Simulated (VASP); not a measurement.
**SnO2: single point with PBE+D3(BJ)**

The system is SnO2, a sheet with vacuum.

```
Sn O
1.0
     2.60664    0.00000    0.00000
     0.00000    2.60664    0.00000
     0.00000    0.00000   21.00000
Sn O
2 4
Direct
  0.00000 0.00000 0.39745
  0.50000 0.50000 0.60255
  0.50000 0.50000 0.43786
  0.50000 0.50000 0.35704
  0.00000 0.00000 0.64296
  0.00000 0.00000 0.56214
```

```
Program                : VASP 6.6.1
Task                   : single point
Functional             : PBE
Dispersion             : D3(BJ)
Potentials or basis    : VASP PAW PBE potentials, release 64 (Sn_d, O)
Cutoff                 : 520 eV
k mesh                 : 6 × 6 × 1
Occupations            : gaussian, width 0.1 eV
Spin                   : no spin polarisation
Dipole correction      : yes
Further INCAR settings : ALGO = Normal; EDIFF = 1e-06; NBANDS = 35
```

```yaml
Largest_force: 17.052 eV/Å
Band_gap_on_the_k_mesh: zero (bands 26 and 27 overlap by 1.71 eV)
Dispersion_energy_per_atom: -0.210 eV
```

Forces in eV/Å, atoms in the order of the input:
```
Sn    0.000   0.000   0.147
Sn    0.000   0.000  -0.147
O     0.000   0.000  17.052
O     0.000   0.000 -16.936
O     0.000   0.000  16.936
O     0.000   0.000 -17.052
```

Levels at points of the mesh, in eV from the Fermi level:
```
           k point  band 23  band 24  band 25  band 26  band 27  band 28  band 29  band 30
(0.00, 0.00, 0.00)    -3.02    -3.02    -2.32    -2.16    -1.66    -0.53     3.89     3.92
(0.50, 0.00, 0.00)    -3.52    -3.52    -0.20    -0.20     3.23     3.23     6.11     6.11
(0.50, 0.50, 0.00)    -5.01    -5.01    -1.82    -1.82     0.15     0.15     4.22     4.22
```

Run time: 2.2 min on 1 thread of Intel Xeon 8259CL, on a shared host, peak memory 0.25 GiB.

Caveat: the k points lie up to 0.40 Å⁻¹ apart, too coarse for converged energies and pressures of a metal; spin-orbit coupling is left out, which moves the levels of the heavy elements.
